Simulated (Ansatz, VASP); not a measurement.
**One calculation of Sc, two programs**

```
Sc
1.0
    -2.93500    2.93500    2.65334
     2.93500   -2.93500    2.65334
     2.93500    2.93500   -2.65334
Sc
4
Direct
  0.17060 0.32940 0.50000
  0.67060 0.17060 0.84120
  0.32940 0.82940 0.15880
  0.82940 0.67060 0.50000
```

Alike in both runs: task single point; functional PBE; k mesh 10 × 10 × 10; occupations gaussian, width 0.1 eV; no spin polarisation.

|  | VASP | Ansatz |
| --- | --- | --- |
| version | VASP 6.6.1 | Ansatz 0.2.0 |
| potentials or method | VASP PAW PBE potentials, release 64 (Sc_sv), cutoff 520 eV | scalar-relativistic, plane waves, PAW |
| valence electrons in the cell | 44 | 44 |

VASP gave:

* gap on the k mesh at the Fermi level (eV): none
* pressure (GPa): 6.6
* traceless stress, the component that is largest in VASP (GPa): -0.84
* rms of the force components (eV/Å): 0.200

Problem. Estimate Ansatz's values.

Solution. gap on the k mesh at the Fermi level (eV): none; pressure (GPa): 6.5; traceless stress, the component that is largest in VASP (GPa): -0.84; rms of the force components (eV/Å): 0.203.

Atom by atom the forces differ by 0.003 eV/Å (rms over components). A gap of «none» marks a metal or a gap that the smearing closes. The functional is the same, so the differences come from potentials, cutoffs and numerics.
